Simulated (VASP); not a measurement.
# Sn (Im-3m) in VASP: a series of runs

Sn is run at these levels: r2SCAN; tasks: relaxation of cell and atoms.

All numbers are computed with VASP 6.6.1; they aren't measurements. Logs are shortened: lines on timing, memory, paths and dates and some standing lists are left out, and cuts for length are marked.

**1. The cell of the first run**

It takes space group Im-3m (No. 229, cubic). Conventional cell: a = 3.789 Å, b = 3.789 Å, c = 3.789 Å, α = 90.00°, β = 90.00°, γ = 90.00°. Within 4.3 Å of Sn (site symmetry m-3m) lie 14 Sn at 3.28 to 3.79 Å.

**2. Relaxation of cell and atoms, r2SCAN**

Input file POSCAR:

```
Sn
1.0
   -1.8946518192      1.8946518192      1.8946518192
    1.8946518192     -1.8946518192      1.8946518192
    1.8946518192      1.8946518192     -1.8946518192
Sn
1
Direct
    0.0000000000      0.0000000000      0.0000000000
```

Input file INCAR.step1:

```
  PREC = Accurate
  ENCUT = 600
  ISMEAR = -1
  SIGMA = 0.05
  LREAL = False
  LASPH = True
  NELM = 80
  GGA = PE
  ALGO = Normal
  EDIFF = 1E-4
  LWAVE = True
  LCHARG = False
```

Input file INCAR.step2:

```
  PREC = Accurate
  ENCUT = 600
  EDIFF = 1E-6
  ISMEAR = -1
  SIGMA = 0.05
  LREAL = False
  LASPH = True
  NELM = 80
  ALGO = Normal
  ISIF = 3
  LWAVE = False
  LCHARG = False
  METAGGA = R2SCAN
  LMIXTAU = True
  IBRION = 2
  NSW = 60
  EDIFFG = -0.01
  ISTART = 1
```

Input file KPOINTS:

```
regular mesh
0
Gamma
  10 10 10
```

Potentials or basis: VASP PAW PBE potentials, release 64 (Sn_d).

Launch:

```bash
$ cat potpaw_PBE.64/Sn_d/POTCAR > POTCAR
$ cp INCAR.step1 INCAR
$ mpirun -np 1 vasp_std > vasp.out
$ cp INCAR.step2 INCAR
$ mpirun -np 1 vasp_std > vasp.out
```

OUTCAR:

```text
PREC = Accurate
   ENCUT = 600
   EDIFF = 1E-6
   ISMEAR = -1
   LREAL = False
   LASPH = True
   NELM = 80
   ISIF = 3
   METAGGA = R2SCAN
   IBRION = 2
   NSW = 60
   EDIFFG = -0.01
   ISTART = 1

 ion  position               nearest neighbor table
   1  0.000  0.000  0.000-

  LATTYP: Found a body centered cubic cell.
 ALAT       =     3.7893036384

  Lattice vectors:

 A1 = (  -1.8946518192,   1.8946518192,   1.8946518192)
 A2 = (   1.8946518192,  -1.8946518192,   1.8946518192)
 A3 = (   1.8946518192,   1.8946518192,  -1.8946518192)

Analysis of symmetry for initial positions (statically):
=====================================================================
 Subroutine PRICEL returns:
 Original cell was already a primitive cell.

 Routine SETGRP: Setting up the symmetry group for a
 body centered cubic supercell.

 Subroutine GETGRP returns: Found 48 space group operations
[... 9 lines left out ...]

 Routine SETGRP: Setting up the symmetry group for a
 body centered cubic supercell.

 Subroutine GETGRP returns: Found 48 space group operations
[... 11 lines left out ...]
                                     Primitive cell

  volume of cell :      27.2050

  direct lattice vectors                    reciprocal lattice vectors
    -1.894651819  1.894651819  1.894651819     0.000000000  0.263900731  0.263900731
     1.894651819 -1.894651819  1.894651819     0.263900731  0.000000000  0.263900731
     1.894651819  1.894651819 -1.894651819     0.263900731  0.263900731  0.000000000

  length of vectors
     3.281633214  3.281633214  3.281633214     0.373211993  0.373211993  0.373211993

  position of ions in fractional coordinates (direct lattice)
     0.000000000  0.000000000  0.000000000

  ion indices of the primitive-cell ions
   primitive index   ion index
                 1           1

----------------------------------------------------------------------------------------

 KPOINTS: regular mesh

Automatic generation of k-mesh.
 Grid dimensions read from file:
 generate k-points for:   10   10   10

 Generating k-lattice:

  Cartesian coordinates                     Fractional coordinates (reciprocal lattice)
     0.000000000  0.026390073  0.026390073     0.100000000  0.000000000  0.000000000
     0.026390073  0.000000000  0.026390073     0.000000000  0.100000000  0.000000000
     0.026390073  0.026390073  0.000000000     0.000000000  0.000000000  0.100000000

  Length of vectors
     0.037321199  0.037321199  0.037321199

  Shift w.r.t. Gamma in fractional coordinates (k-lattice)
     0.000000000  0.000000000  0.000000000

 Subroutine IBZKPT returns following result:
 ===========================================

 Found     47 irreducible k-points:

 Following reciprocal coordinates:
            Coordinates               Weight
  0.000000  0.000000  0.000000      1.000000
  0.100000  0.000000  0.000000     12.000000
  0.200000  0.000000  0.000000     12.000000
  0.300000  0.000000  0.000000     12.000000
  0.400000  0.000000  0.000000     12.000000
  0.500000  0.000000  0.000000      6.000000
[... 16 lines left out ...]
  0.300000  0.300000  0.100000      8.000000
 -0.300000  0.300000  0.100000     24.000000
 [... further k-points ...]
   k-points           NKPTS =     47   k-points in BZ     NKDIM =     47   number of bands    NBANDS=     11
   number of dos      NEDOS =    301   number of ions     NIONS =      1
   total plane-waves  NPLWV =  21952
   dimension x,y,z NGX =    28 NGY =   28 NGZ =   28
   dimension x,y,z NGXF=    56 NGYF=   56 NGZF=   56
   ions per type =               1
   NGX,Y,Z   is equivalent  to a cutoff of  14.18, 14.18, 14.18 a.u.
   NGXF,Y,Z  is equivalent  to a cutoff of  28.37, 28.37, 28.37 a.u.
 SYSTEM =  unknown system
   PREC   = accura    normal or accurate (medium, high low for compatibility)
   ISTART =      1    job   : 0-new  1-cont  2-samecut
   ICHARG =      0    charge: 1-file 2-atom 10-const
   ISPIN  =      1    spin polarized calculation?
   LNONCOLLINEAR =      F non collinear calculations
   LSORBIT =      F    spin-orbit coupling
   LASPH  =      T    aspherical Exc in radial PAW
   ENCUT  =  600.0 eV  44.10 Ry    6.64 a.u.   6.55  6.55  6.55*2*pi/ulx,y,z
   NELM   =     80;   NELMIN=  2; NELMDL=  0     # of ELM steps
   EDIFF  = 0.1E-05   stopping-criterion for ELM
   LREAL  =      F    real-space projection
   EDIFFG = -.1E-01   stopping-criterion for IOM
   NSW    =     60    number of steps for IOM
   IBRION =      2    ionic relax: 0-MD 1-quasi-New 2-CG
   NFREE  =      1    steps in history (QN), initial steepest desc. (CG)
   ISIF   =      3    stress and relaxation
   ISYM   =      2    0-nonsym 1-usesym 2-fastsym
   POTIM  = 0.5000    time-step for ionic-motion
   TEBEG  =    0.0;   TEEND  =   0.0 temperature during run
   PSTRESS=    0.0 pullay stress
   NELECT =      14.0000    total number of electrons
   NUPDOWN=      -1.0000    fix difference up-down
   EMIN   =  10.00;   EMAX   =-10.00  energy-range for DOS
[... 5 lines left out ...]
     AMIX     =   0.40;   BMIX     =  1.00
     AMIX_MAG =   1.60;   BMIX_MAG =  1.00
  volume/ion in A,a.u.               =      27.20       183.59
  Fermi-wavevector in a.u.,A,eV,Ry     =   1.311902  2.479136 23.416813  1.721087
  Thomas-Fermi vector in A             =   2.442332
   LORBIT       =      0    0 simple, 1 ext, 2 COOP (PROOUT), +10 PAW based schemes
   METAGGA = R2SCAN    functional components
   LHFCALC =     F    Hartree Fock is set to
   AEXX    =    0.0000 exact exchange contribution
   IVDW    =     0    specifies the selected vdW correction
   LEPSILON=     F    determine dielectric tensor
   LRPA    =     F    only Hartree local field effects (RPA)
 conjugate gradient relaxation of ions
 non-spin polarized calculation
  energy-cutoff  :      600.00
  volume of cell :       27.20
 maximum number of plane-waves:       935
 NGX is ok and might be reduce to    28
   NGX = 13   NGY = 13   NGZ = 13

--------------------------------------- Ionic step        1  -------------------------------------------

 number of electron      13.9999996 magnetization

 Free energy of the ion-electron system (eV)
  ---------------------------------------------------
  ext. energy  EPLUGINS =         0.00000000
  ---------------------------------------------------
  free energy    TOTEN  =       -24.49152488 eV

  energy without entropy =      -24.48537525  energy(sigma->0) =      -24.48845007

------------------------ aborting loop because EDIFF is reached ----------------------------------------

  FORCE on cell =-STRESS in cart. coord.  units (eV):
  Direction    XX          YY          ZZ          XY          YZ          ZX
  --------------------------------------------------------------------------------------
  -------------------------------------------------------------------------------------
  Total       -0.1182691     -0.1182691     -0.1182691      0.0000000      0.0000000      0.0000000
  in kB       -6.9652013     -6.9652013     -6.9652013      0.0000000      0.0000000      0.0000000
  external PRESSURE =      -6.9652013 kB  Pullay stress =       0.0000000 kB

 VOLUME and BASIS-vectors are now :
 -----------------------------------------------------------------------------
  energy-cutoff  :      600.00
  volume of cell :       27.20
      direct lattice vectors                 reciprocal lattice vectors
    -1.894651819  1.894651819  1.894651819     0.000000000  0.263900731  0.263900731
     1.894651819 -1.894651819  1.894651819     0.263900731  0.000000000  0.263900731
     1.894651819  1.894651819 -1.894651819     0.263900731  0.263900731  0.000000000
[... 36 lines left out ...]
 POSITION                                       TOTAL-FORCE (eV/Angst)
 -----------------------------------------------------------------------------------
      0.00000      0.00000      0.00000        -0.000000      0.000000     -0.000000
 -----------------------------------------------------------------------------------
    total drift:                               -0.000000     -0.000000     -0.000000

  FREE ENERGIE OF THE ION-ELECTRON SYSTEM (eV)
  ---------------------------------------------------
  free  energy   TOTEN  =       -24.4924563262 eV

  energy  without entropy=      -24.4865102719  energy(sigma->0) =      -24.48948330

--------------------------------------- Ionic step        3  -------------------------------------------

 number of electron      13.9999996 magnetization

 Free energy of the ion-electron system (eV)
  ---------------------------------------------------
  ext. energy  EPLUGINS =         0.00000000
  ---------------------------------------------------
  free energy    TOTEN  =       -24.49247160 eV

  energy without entropy =      -24.48649974  energy(sigma->0) =      -24.48948567

 E-fermi :   8.1918     XC(G=0): -11.3420

 val. band max:        8.1651434848   @ k =   0.2000   0.2000   0.0000
 cond. band min:       8.1933753096   @ k =   0.2000   0.2000   0.2000
 fundamental gap:      0.0282318248
 Fermi energy:         8.1918301536

 k-point     1 :       0.0000    0.0000    0.0000
  band No.  band energies     occupation
      1     -14.0786      2.00000
      2     -14.0786      2.00000
      3     -14.0786      2.00000
      4     -13.9193      2.00000
      5     -13.9193      2.00000
      6      -3.5552      2.00000
      7      16.7854      0.00000
      8      16.7854      0.00000
      9      16.7854      0.00000
     10      21.1450      0.00000
     11      21.1450      0.00000

 k-point     2 :       0.1000    0.0000    0.0000
  band No.  band energies     occupation
      1     -14.0836      2.00000
      2     -14.0715      2.00000
      3     -14.0550      2.00000
      4     -13.9249      2.00000
      5     -13.9201      2.00000
      6      -3.3215      2.00000
      7      14.9267      0.00000
      8      15.8955      0.00000
      9      16.4860      0.00000
     10      19.4771      0.00000
     11      19.6933      0.00000
[... 295 lines left out ...]
 k-point    24 :      -0.3000    0.3000    0.1000
  band No.  band energies     occupation
      1     -14.0879      2.00000
      2     -14.0372      2.00000
      3     -13.9567      2.00000
      4     -13.9300      2.00000
      5     -13.9177      2.00000
      6      -1.2174      2.00000
      7       8.4289      0.01730
      8      12.2642      0.00000
      9      13.8246      0.00000
     10      17.8874      0.00000
     11      18.7701      0.00000

 [... further k-points ...]
[... 5 lines left out ...]
  --------------------------------------------------------------------------------------
  -------------------------------------------------------------------------------------
  Total        0.0002797      0.0002797      0.0002797      0.0000000     -0.0000000     -0.0000000
  in kB        0.0167244      0.0167244      0.0167244      0.0000000     -0.0000000     -0.0000000
  external PRESSURE =       0.0167244 kB  Pullay stress =       0.0000000 kB

 VOLUME and BASIS-vectors are now :
 -----------------------------------------------------------------------------
  energy-cutoff  :      600.00
  volume of cell :       26.79
      direct lattice vectors                 reciprocal lattice vectors
    -1.885045042  1.885045042  1.885045042     0.000000000  0.265245651  0.265245651
     1.885045042 -1.885045042  1.885045042     0.265245651  0.000000000  0.265245651
     1.885045042  1.885045042 -1.885045042     0.265245651  0.265245651  0.000000000

 POSITION                                       TOTAL-FORCE (eV/Angst)
 -----------------------------------------------------------------------------------
      0.00000      0.00000      0.00000         0.000000      0.000000     -0.000000
 -----------------------------------------------------------------------------------
    total drift:                               -0.000000     -0.000000     -0.000000

  FREE ENERGIE OF THE ION-ELECTRON SYSTEM (eV)
  ---------------------------------------------------
  free  energy   TOTEN  =       -24.4924715990 eV

  energy  without entropy=      -24.4864997408  energy(sigma->0) =      -24.48948567

 reached required accuracy - stopping structural energy minimisation
```

It took 2.2 min on 1 thread of Intel Xeon 6975P-C, shared host; peak memory 0.18 GiB.

What came out:

```
Free energy                            : -24.4925 eV
Relaxed volume                         : 26.79 Å³/atom
Relaxed cell                           : a = 3.265 Å, b = 3.265 Å, c = 3.265 Å, α = 109.47°, β = 109.47°, γ = 109.47°
Space group after relaxing (to 0.05 Å) : Im-3m (No. 229)
Energy gained by relaxing              : 0.9 meV/atom
Ionic steps                            : 3
Pressure after relaxing                : 0.0 GPa
Band gap on the k mesh                 : zero (band 7 reaches 16.79 eV, above the bottom of band 8 at 5.75 eV)
```

The path:
| step | energy change (eV) | largest force (eV/Å) | pressure (GPa) | volume (Å³) |
| --- | --- | --- | --- | --- |
| 1 | 0.0000 | 0.0000 | -0.70 | 27.20 |
| 2 | -0.0009 | 0.0000 | 0.10 | 26.74 |
| 3 | -0.0009 | 0.0000 | 0.00 | 26.79 |

Final structure:
```
CELL_PARAMETERS angstrom
-1.88505 1.88505 1.88505
1.88505 -1.88505 1.88505
1.88505 1.88505 -1.88505
ATOMIC_POSITIONS crystal
Sn 0.00000 0.00000 0.00000
```

Caveat: the PAW data sets were made with another functional, which shifts forces and pressure a little; spin-orbit coupling is left out, which moves the levels of the heavy elements.

**3. Relaxation of cell and atoms, r2SCAN, target pressure 2 GPa, at which the enthalpy is minimised**

POSCAR is that of step 2.

Input file INCAR.step1:

```
SYSTEM = Sn
ALGO = Normal ; EDIFF = 1E-4
ENCUT = 600 ; GGA = PE
ISMEAR = -1 ; LASPH = .True.
LCHARG = .False. ; LREAL = .False.
LWAVE = .True. ; NELM = 80
PREC = Accurate ; SIGMA = 0.05
```

Input file INCAR.step2:

```
SYSTEM = Sn
ALGO = Normal ; EDIFF = 1E-7
EDIFFG = -0.01 ; ENCUT = 600
IBRION = 2 ; ISIF = 3
ISMEAR = -1 ; ISTART = 1
LASPH = .True. ; LCHARG = .False.
LMIXTAU = .True. ; LREAL = .False.
LWAVE = .False. ; METAGGA = R2SCAN
NELM = 80 ; NSW = 60
PREC = Accurate ; PSTRESS = 20.0
SIGMA = 0.05
```

Input file KPOINTS:

```
k-points
0
Gamma
  10 10 10
  0 0 0
```

Potentials or basis: VASP PAW PBE potentials, release 64 (Sn_d).

Launch:

```bash
$ cat potpaw_PBE.64/Sn_d/POTCAR > POTCAR
$ cp INCAR.step1 INCAR
$ mpirun -np 1 vasp_std > vasp.out
$ cp INCAR.step2 INCAR
$ mpirun -np 1 vasp_std > vasp.out
```

Run time: 2.9 min. Hardware: 1 thread of Intel Xeon 6975P-C, shared host; peak memory 0.18 GiB.

The run converged. Its results:

```
Free energy                                            : -24.4867 eV
Relaxed volume                                         : 25.83 Å³/atom
Relaxed cell                                           : a = 3.225 Å, b = 3.225 Å, c = 3.225 Å, α = 109.47°, β = 109.47°, γ = 109.47°
Space group after relaxing (to 0.05 Å)                 : Im-3m (No. 229)
Energy change on relaxing (the enthalpy is what falls) : +4.9 meV/atom
Ionic steps                                            : 3
Pressure after relaxing                                : 2.0 GPa
Band gap on the k mesh                                 : zero (band 7 reaches 17.62 eV, above the bottom of band 8 at 6.08 eV)
```

The path:
| step | energy change (eV) | largest force (eV/Å) | pressure (GPa) | volume (Å³) |
| --- | --- | --- | --- | --- |
| 1 | 0.0000 | 0.0000 | -0.71 | 27.20 |
| 2 | 0.0110 | 0.0000 | 2.98 | 25.43 |
| 3 | 0.0049 | 0.0000 | 2.01 | 25.83 |

Final structure:
```
CELL_PARAMETERS angstrom
-1.86211 1.86211 1.86211
1.86211 -1.86211 1.86211
1.86211 1.86211 -1.86211
ATOMIC_POSITIONS crystal
Sn 0.00000 0.00000 0.00000
```

Levels at points of the mesh, in eV from the Fermi level:
```
           k point  band 4  band 5  band 6  band 7  band 8  band 9  band 10  band 11
(0.00, 0.00, 0.00)  -22.14  -22.14  -12.05    8.96    8.96    8.96    13.00    13.00
(0.50, 0.00, 0.00)  -22.14  -22.03   -6.70   -4.97    3.94    6.05     8.80     8.87
(0.50, 0.50, 0.50)  -22.06  -22.06   -1.99   -0.65   -0.65   -0.65     4.15     4.15
```

Caveat: the cell is relaxed towards a set pressure, so the enthalpy falls and the energy may rise; the PAW data sets were made with another functional, which shifts forces and pressure a little; spin-orbit coupling is left out, which moves the levels of the heavy elements.

(Continued in part 2 of 2.)
